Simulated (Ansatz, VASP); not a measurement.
# YbH3: VASP beside Ansatz

POSCAR

```
YbH3
1.0
    0.0000000000      2.5413019424      2.5413019424
    2.5413019424      0.0000000000      2.5413019424
    2.5413019424      2.5413019424      0.0000000000
Yb H
1 3
Direct
    0.0000000000      0.0000000000      0.0000000000
    0.5000000000      0.5000000000      0.5000000000
    0.2500000000      0.2500000000      0.2500000000
    0.7500000000      0.7500000000      0.7500000000
```

INCAR.step1

```
SYSTEM = YbH3
PREC = Accurate
ENCUT = 520
ISMEAR = 0
SIGMA = 0.05
LREAL = .False.
LASPH = .True.
NELM = 80
NBANDS = 22
GGA = PE
ALGO = Normal
EDIFF = 1E-4
LWAVE = .True.
LCHARG = .False.
```

INCAR.step2

```
SYSTEM = YbH3
PREC = Accurate
ENCUT = 520
EDIFF = 1E-7
ISMEAR = 0
SIGMA = 0.05
LREAL = .False.
LASPH = .True.
NELM = 80
ALGO = Normal
ISIF = 2
LWAVE = .False.
LCHARG = .False.
METAGGA = R2SCAN
LMIXTAU = .True.
NBANDS = 22
ISTART = 1
```

Contents of KPOINTS:

```
Automatic mesh
0
Gamma
  10 10 10
  0 0 0
```

Input for Ansatz:

```yaml
crystal:
  lattice:
    - [0.0, 2.5413019424, 2.5413019424]
    - [2.5413019424, 0.0, 2.5413019424]
    - [2.5413019424, 2.5413019424, 0.0]
  atoms:
    - { symbol: Yb, position: [0.0, 0.0, 0.0] }
    - { symbol: H, position: [0.5, 0.5, 0.5] }
    - { symbol: H, position: [0.25, 0.25, 0.25] }
    - { symbol: H, position: [0.75, 0.75, 0.75] }
basis:
  ecutwfc: 500
  ecutrho_ratio: 4
kpoints:
  mp_grid: { grid: [10, 10, 10] }
hamiltonian:
  xc: r2scan
scf:
  occupations: { method: gaussian, width: 0.05 }
output:
  forces: true
  stress: true
  eigenvalues: true
  populations: true
  hubbard: { sites: [{ species: Yb, l: f }] }
  write_density: true
  write_potential: true
  elf: true
  volumetric_format: npy
```

Alike in both runs: task single point; functional r2SCAN; k mesh 10 × 10 × 10; occupations gaussian, width 0.05 eV; no spin polarisation.

```csv
,VASP,Ansatz
version,VASP 6.6.1,Ansatz 0.2.0
potentials or method,"VASP PAW PBE potentials, release 64 (Yb, H), cutoff 520 eV","scalar-relativistic, plane waves, PAW"
valence electrons in the cell,27,27
```

|  | VASP | Ansatz | Ansatz less VASP |
| --- | --- | --- | --- |
| gap on the k mesh at the Fermi level (eV) | none | none | - |
| pressure (GPa) | -1.7 | -1.5 | +0.13 |

VASP's potentials were made for PBE, not for r2SCAN. A gap of «none» marks a metal or a gap that the smearing closes.

Spin-orbit coupling is off throughout.
